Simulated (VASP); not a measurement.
# BaZnSbF (P4/nmm) in VASP: single point with PBE+D3(BJ)

Aim: the single point of BaZnSbF with PBE+D3(BJ).

All numbers are computed with VASP 6.6.1; they aren't measurements. Logs are shortened: lines on timing, memory, paths and dates and some standing lists are left out, and cuts for length are marked.

## 1. The cell of the first run

The structure is tetragonal, space group P4/nmm (No. 129). Conventional cell: a = 4.424 Å, b = 4.424 Å, c = 9.667 Å, α = 90.00°, β = 90.00°, γ = 90.00°. Ba (site symmetry 4mm) has 4 F at 2.65 Å within 3.5 Å. Within 3.6 Å of Zn (site symmetry -4m2) lie 4 Sb at 2.75 Å and 4 Zn at 3.13 Å. Within 3.6 Å of Sb (site symmetry 4mm) lie 4 Zn at 2.75 Å and 4 Ba at 3.58 Å. Within 3.5 Å of F (site symmetry -4m2) lie 4 Ba at 2.65 Å and 4 F at 3.13 Å.

## 2. Single point, PBE+D3(BJ)

Contents of INCAR:

```
PREC = Accurate ; ENCUT = 520
EDIFF = 1E-7 ; ISMEAR = 0
SIGMA = 0.1 ; LREAL = F
LASPH = T ; NELM = 60
ALGO = Normal ; ISIF = 2
LWAVE = F ; LCHARG = T
GGA = PE ; IVDW = 12
LELF = T ; LVHAR = T
NBANDS = 44
```

Contents of KPOINTS:

```
regular mesh
0
Gamma
  8 8 4
```

Contents of POSCAR:

```
BaZnSbF
1.0
    4.4235040258      0.0000000000      0.0000000000
    0.0000000000      4.4235040258      0.0000000000
    0.0000000000      0.0000000000      9.6666435930
Ba Zn Sb F
2 2 2 2
Direct
    0.0000000000      0.5000000000      0.3480799579
    0.5000000000      0.0000000000      0.6519200421
    0.5000000000      0.5000000000      0.0000000000
    0.0000000000      0.0000000000      0.0000000000
    0.5000000000      0.0000000000      0.1685166768
    0.0000000000      0.5000000000      0.8314833232
    0.5000000000      0.5000000000      0.5000000000
    0.0000000000      0.0000000000      0.5000000000
```

Potentials or basis: VASP PAW PBE potentials, release 64 (Ba_sv, Zn, Sb, F).

Run with:

```console
$ cat potpaw_PBE.64/Ba_sv/POTCAR potpaw_PBE.64/Zn/POTCAR potpaw_PBE.64/Sb/POTCAR potpaw_PBE.64/F/POTCAR > POTCAR
$ mpirun -np 1 vasp_std > vasp.out
```

OUTCAR:

```text
PREC = Accurate
   ENCUT = 520
   EDIFF = 1E-7
   ISMEAR = 0
   LREAL = F
   LASPH = T
   NELM = 60
   ISIF = 2
   GGA = PE
   IVDW = 12
 IVDW          = 12

 ion  position               nearest neighbor table
   1  0.000  0.500  0.348-   7 2.65   8 2.65   8 2.65   7 2.65   5 3.58   5 3.58   5 3.58   5 3.58
                             2 4.29   2 4.29   2 4.29   2 4.29
   2  0.500  0.000  0.652-   7 2.65   8 2.65   7 2.65   8 2.65   6 3.58   6 3.58   6 3.58   6 3.58
                             1 4.29   1 4.29   1 4.29   1 4.29
   3  0.500  0.500  0.000-   5 2.75   6 2.75   5 2.75   6 2.75
   4  0.000  0.000  0.000-   5 2.75   6 2.75   6 2.75   5 2.75
   5  0.500  0.000  0.169-   3 2.75   4 2.75   3 2.75   4 2.75   1 3.58   1 3.58   1 3.58   1 3.58

   6  0.000  0.500  0.831-   3 2.75   4 2.75   4 2.75   3 2.75   2 3.58   2 3.58   2 3.58   2 3.58

   7  0.500  0.500  0.500-   1 2.65   2 2.65   2 2.65   1 2.65
   8  0.000  0.000  0.500-   1 2.65   2 2.65   1 2.65   2 2.65

  LATTYP: Found a simple tetragonal cell.
 ALAT       =     4.4235040258
 C/A-ratio  =     2.1852910129

  Lattice vectors:

 A1 = (   4.4235040258,   0.0000000000,   0.0000000000)
 A2 = (   0.0000000000,   4.4235040258,   0.0000000000)
 A3 = (   0.0000000000,   0.0000000000,   9.6666435930)

Analysis of symmetry for initial positions (statically):
=====================================================================
 Subroutine PRICEL returns:
 Original cell was already a primitive cell.

 Routine SETGRP: Setting up the symmetry group for a
 simple tetragonal supercell.

 Subroutine GETGRP returns: Found 16 space group operations
 (whereof  8 operations were pure point group operations)
 out of a pool of 16 trial point group operations.

The static configuration has the point symmetry D_2d.
 The point group associated with its full space group is D_4h.

Analysis of symmetry for dynamics (positions and initial velocities):
=====================================================================
 Subroutine PRICEL returns:
 Original cell was already a primitive cell.

 Routine SETGRP: Setting up the symmetry group for a
 simple tetragonal supercell.

 Subroutine GETGRP returns: Found 16 space group operations
 (whereof  8 operations were pure point group operations)
 out of a pool of 16 trial point group operations.

The dynamic configuration has the point symmetry D_2d.
 The point group associated with its full space group is D_4h.

 Subroutine INISYM returns: Found 16 space group operations
 (whereof  8 operations are pure point group operations),
 and found     1 'primitive' translations

----------------------------------------------------------------------------------------

                                     Primitive cell

  volume of cell :     189.1510

  direct lattice vectors                    reciprocal lattice vectors
     4.423504026  0.000000000  0.000000000     0.226065127  0.000000000  0.000000000
     0.000000000  4.423504026  0.000000000     0.000000000  0.226065127  0.000000000
     0.000000000  0.000000000  9.666643593     0.000000000  0.000000000  0.103448523

  length of vectors
     4.423504026  4.423504026  9.666643593     0.226065127  0.226065127  0.103448523

  position of ions in fractional coordinates (direct lattice)
     0.000000000  0.500000000  0.348079958
     0.500000000  0.000000000  0.651920042
     0.500000000  0.500000000  0.000000000
     0.000000000  0.000000000  0.000000000
     0.500000000  0.000000000  0.168516677
     0.000000000  0.500000000  0.831483323
     0.500000000  0.500000000  0.500000000
     0.000000000  0.000000000  0.500000000

  ion indices of the primitive-cell ions
   primitive index   ion index
                 1           1
                 2           2
                 3           3
                 4           4
                 5           5
                 6           6
                 7           7
                 8           8

----------------------------------------------------------------------------------------

 KPOINTS: regular mesh

Automatic generation of k-mesh.
 Grid dimensions read from file:
 generate k-points for:    8    8    4

 Generating k-lattice:

  Cartesian coordinates                     Fractional coordinates (reciprocal lattice)
     0.028258141  0.000000000  0.000000000     0.125000000  0.000000000  0.000000000
     0.000000000  0.028258141  0.000000000     0.000000000  0.125000000  0.000000000
     0.000000000  0.000000000  0.025862131     0.000000000  0.000000000  0.250000000

  Length of vectors
     0.028258141  0.028258141  0.025862131

  Shift w.r.t. Gamma in fractional coordinates (k-lattice)
     0.000000000  0.000000000  0.000000000

 Subroutine IBZKPT returns following result:
 ===========================================

 Found     45 irreducible k-points:

 Following reciprocal coordinates:
            Coordinates               Weight
  0.000000  0.000000  0.000000      1.000000
  0.125000  0.000000  0.000000      4.000000
  0.250000  0.000000  0.000000      4.000000
  0.375000  0.000000  0.000000      4.000000
  0.500000  0.000000  0.000000      2.000000
  0.125000  0.125000  0.000000      4.000000
[... 16 lines left out ...]
  0.375000  0.125000  0.250000     16.000000
  0.500000  0.125000  0.250000      8.000000
 [... further k-points ...]
   k-points           NKPTS =     45   k-points in BZ     NKDIM =     45   number of bands    NBANDS=     44
   number of dos      NEDOS =    301   number of ions     NIONS =      8
   total plane-waves  NPLWV =  93312
   dimension x,y,z NGX =    36 NGY =   36 NGZ =   72
   dimension x,y,z NGXF=    72 NGYF=   72 NGZF=  144
   ions per type =               2   2   2   2
   NGX,Y,Z   is equivalent  to a cutoff of  13.53, 13.53, 12.38 a.u.
   NGXF,Y,Z  is equivalent  to a cutoff of  27.06, 27.06, 24.76 a.u.
 SYSTEM =  unknown system
   PREC   = accura    normal or accurate (medium, high low for compatibility)
   ISTART =      0    job   : 0-new  1-cont  2-samecut
   ICHARG =      2    charge: 1-file 2-atom 10-const
   ISPIN  =      1    spin polarized calculation?
   LNONCOLLINEAR =      F non collinear calculations
   LSORBIT =      F    spin-orbit coupling
   LASPH  =      T    aspherical Exc in radial PAW
   ENCUT  =  520.0 eV  38.22 Ry    6.18 a.u.   8.22  8.22 17.97*2*pi/ulx,y,z
   NELM   =     60;   NELMIN=  2; NELMDL= -5     # of ELM steps
   EDIFF  = 0.1E-06   stopping-criterion for ELM
   LREAL  =      F    real-space projection
   EDIFFG = 0.1E-05   stopping-criterion for IOM
   NSW    =      0    number of steps for IOM
   IBRION =     -1    ionic relax: 0-MD 1-quasi-New 2-CG
   NFREE  =      0    steps in history (QN), initial steepest desc. (CG)
   ISIF   =      2    stress and relaxation
   ISYM   =      2    0-nonsym 1-usesym 2-fastsym
   POTIM  = 0.5000    time-step for ionic-motion
   TEBEG  =    0.0;   TEEND  =   0.0 temperature during run
   PSTRESS=    0.0 pullay stress
   NELECT =      68.0000    total number of electrons
   NUPDOWN=      -1.0000    fix difference up-down
   EMIN   =  10.00;   EMAX   =-10.00  energy-range for DOS
   EFERMI =   0.00;   METHOD = LEGACY
   ISMEAR =     0;   SIGMA  =   0.10  broadening in eV -4-tet -1-fermi 0-gaus
   EFERMI_NEDOS =   21; number of points for ismear=-14 and -15
   IALGO  =     38    algorithm
   IMIX   =      4    mixing-type and parameters
     AMIX     =   0.40;   BMIX     =  1.00
     AMIX_MAG =   1.60;   BMIX_MAG =  1.00
  volume/ion in A,a.u.               =      23.64       159.56
  Fermi-wavevector in a.u.,A,eV,Ry     =   1.164059  2.199752 18.436344  1.355033
  Thomas-Fermi vector in A             =   2.300601
   LORBIT       =      0    0 simple, 1 ext, 2 COOP (PROOUT), +10 PAW based schemes
   GGA     = PE    functional components
   LHFCALC =     F    Hartree Fock is set to
   AEXX    =    0.0000 exact exchange contribution
   IVDW    =    12    specifies the selected vdW correction
   LEPSILON=     F    determine dielectric tensor
   LRPA    =     F    only Hartree local field effects (RPA)
 non-spin polarized calculation
 Gauss-broadening in eV      SIGMA  =   0.10
  energy-cutoff  :      520.00
  volume of cell :      189.15
 maximum number of plane-waves:      5127
 NGX is ok and might be reduce to    36
   NGX = 17   NGY = 17   NGZ = 35

 number of electron      67.9999985 magnetization

 Free energy of the ion-electron system (eV)
  ---------------------------------------------------
  ext. energy  EPLUGINS =         0.00000000
  ---------------------------------------------------
  free energy    TOTEN  =       -32.13625977 eV

  energy without entropy =      -32.13286167  energy(sigma->0) =      -32.13456072

 E-fermi :   4.2025     XC(G=0):  -9.5472

 val. band max:        4.1751752906   @ k =   0.0000   0.0000   0.0000
 cond. band min:       4.3440520535   @ k =   0.1250   0.0000   0.0000
 fundamental gap:      0.1688767629
 Fermi energy:         4.2025047820

 k-point     1 :       0.0000    0.0000    0.0000
  band No.  band energies     occupation
      1     -23.8365      2.00000
      2     -23.6636      2.00000
      3     -19.7916      2.00000
      4     -19.7656      2.00000
      5      -9.0384      2.00000
      6      -9.0384      2.00000
[... 36 lines left out ...]
     43       8.4801      0.00000
     44       8.9172      0.00000

 k-point     2 :       0.1250    0.0000    0.0000
  band No.  band energies     occupation
      1     -23.8234      2.00000
      2     -23.6631      2.00000
      3     -19.8008      2.00000
      4     -19.7777      2.00000
      5      -9.1039      2.00000
      6      -9.0233      2.00000
[... 36 lines left out ...]
     43       8.4232      0.00000
     44       8.6797      0.00000

 k-point     3 :       0.2500    0.0000    0.0000
  band No.  band energies     occupation
      1     -23.7884      2.00000
      2     -23.6646      2.00000
      3     -19.8232      2.00000
      4     -19.8070      2.00000
      5      -9.1632      2.00000
      6      -9.0352      2.00000
[... 36 lines left out ...]
     43       8.4163      0.00000
     44       8.5615      0.00000

 k-point     4 :       0.3750    0.0000    0.0000
  band No.  band energies     occupation
      1     -23.7434      2.00000
      2     -23.6758      2.00000
      3     -19.8451      2.00000
      4     -19.8372      2.00000
      5      -9.1520      2.00000
      6      -9.0605      2.00000
[... 882 lines left out ...]
     43       8.5939      0.00000
     44       8.7325      0.00000

 k-point    23 :       0.3750    0.1250    0.2500
  band No.  band energies     occupation
      1     -23.7339      2.00000
      2     -23.6712      2.00000
      3     -19.8553      2.00000
      4     -19.8485      2.00000
      5      -9.1820      2.00000
      6      -9.0484      2.00000
[... 36 lines left out ...]
     43       8.6931      0.00000
     44       9.0168      0.00000

 k-point    24 :       0.5000    0.1250    0.2500
  band No.  band energies     occupation
      1     -23.6954      2.00000
      2     -23.6954      2.00000
      3     -19.8628      2.00000
      4     -19.8628      2.00000
      5      -9.0973      2.00000
      6      -9.0973      2.00000
[... 36 lines left out ...]
     43       8.9764      0.00000
     44       8.9765      0.00000

 [... further k-points ...]

------------------------ aborting loop because EDIFF is reached ----------------------------------------

 Edisp (eV)   -2.36225

 E8    (eV) :    -1.1349

  FORCE on cell =-STRESS in cart. coord.  units (eV):
  Direction    XX          YY          ZZ          XY          YZ          ZX
  --------------------------------------------------------------------------------------
  -------------------------------------------------------------------------------------
  Total       0.82225     0.82225     0.75167     0.00000     0.00000     0.00000
  in kB       6.96476     6.96476     6.36688     0.00000     0.00000     0.00000
  external pressure =        6.77 kB  Pullay stress =        0.00 kB

 VOLUME and BASIS-vectors are now :
 -----------------------------------------------------------------------------
  energy-cutoff  :      520.00
  volume of cell :      189.15
      direct lattice vectors                 reciprocal lattice vectors
     4.423504026  0.000000000  0.000000000     0.226065127  0.000000000  0.000000000
     0.000000000  4.423504026  0.000000000     0.000000000  0.226065127  0.000000000
     0.000000000  0.000000000  9.666643593     0.000000000  0.000000000  0.103448523

 POSITION                                       TOTAL-FORCE (eV/Angst)
 -----------------------------------------------------------------------------------
      0.00000      2.21175      3.36476        -0.000000     -0.000000     -0.112560
      2.21175      0.00000      6.30188        -0.000000      0.000000      0.112560
      2.21175      2.21175      0.00000         0.000000      0.000000      0.000000
      0.00000      0.00000      0.00000        -0.000000     -0.000000      0.000000
      2.21175      0.00000      1.62899        -0.000000      0.000000     -0.010898
      0.00000      2.21175      8.03765         0.000000     -0.000000      0.010898
      2.21175      2.21175      4.83332        -0.000000      0.000000      0.000000
      0.00000      0.00000      4.83332        -0.000000     -0.000000      0.000000
 -----------------------------------------------------------------------------------
    total drift:                                0.000000      0.000000      0.000000

  FREE ENERGIE OF THE ION-ELECTRON SYSTEM (eV)
  ---------------------------------------------------
  free  energy   TOTEN  =       -34.4985054957 eV

  energy  without entropy=      -34.4951073965  energy(sigma->0) =      -34.49680645
```

Run time: 8.7 min. Hardware: 1 thread of AMD EPYC 7R43 (Zen 3), shared host; peak memory 0.49 GiB.

What came out:

* Free energy: -34.4985 eV
* Pressure: 0.7 GPa
* Largest force: 0.113 eV/Å
* Band gap on the k mesh: zero (band 34 reaches 4.18 eV, above the bottom of band 35 at 4.16 eV)
* Dispersion energy per atom: -0.295 eV

Forces in eV/Å, atoms in the order of the input:
```
Ba   0.000  0.000 -0.113
Ba   0.000  0.000  0.113
Zn   0.000  0.000  0.000
Zn   0.000  0.000  0.000
Sb   0.000  0.000 -0.011
Sb   0.000  0.000  0.011
F    0.000  0.000  0.000
F    0.000  0.000  0.000
```

Caveat: spin-orbit coupling is left out, which moves the levels of the heavy elements; pairwise dispersion overbinds metals, which lowers pressure and volume.
